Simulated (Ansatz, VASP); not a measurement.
Sn2As2Se: VASP beside Ansatz

```
CELL_PARAMETERS angstrom
5.16945 0.00000 0.00000
-2.58473 4.47688 0.00000
0.00000 0.00000 5.82740
ATOMIC_POSITIONS crystal
Sn 0.33333 0.66667 0.50000
Sn 0.66667 0.33333 0.50000
As 0.33333 0.66667 0.00000
As 0.66667 0.33333 0.00000
Se 0.00000 0.00000 0.50000
```

Alike in both runs: functional PBE; k mesh 12 × 12 × 6; occupations gaussian, width 0.1 eV; no spin polarisation.

Ansatz relaxed the structure, and its values are those at the end. VASP's run is a single point on that final structure, the one shown.

|  | VASP | Ansatz |
| --- | --- | --- |
| version | VASP 6.6.1 | Ansatz 0.2.0 |
| potentials or method | VASP PAW PBE potentials, release 64 (Sn_d, As, Se), cutoff 520 eV | scalar-relativistic, plane waves, PAW |
| valence electrons in the cell | 44 | 74 |

|  | VASP | Ansatz | Ansatz less VASP |
| --- | --- | --- | --- |
| gap on the k mesh at the Fermi level (eV) | none | none | - |
| pressure (GPa) | 0.0 | 0.0 | -0.01 |

A gap of «none» marks a metal or a gap that the smearing closes. VASP's potentials hold 44 valence electrons a cell and Ansatz's 74, so a difference there can come from the potentials and not from the codes.
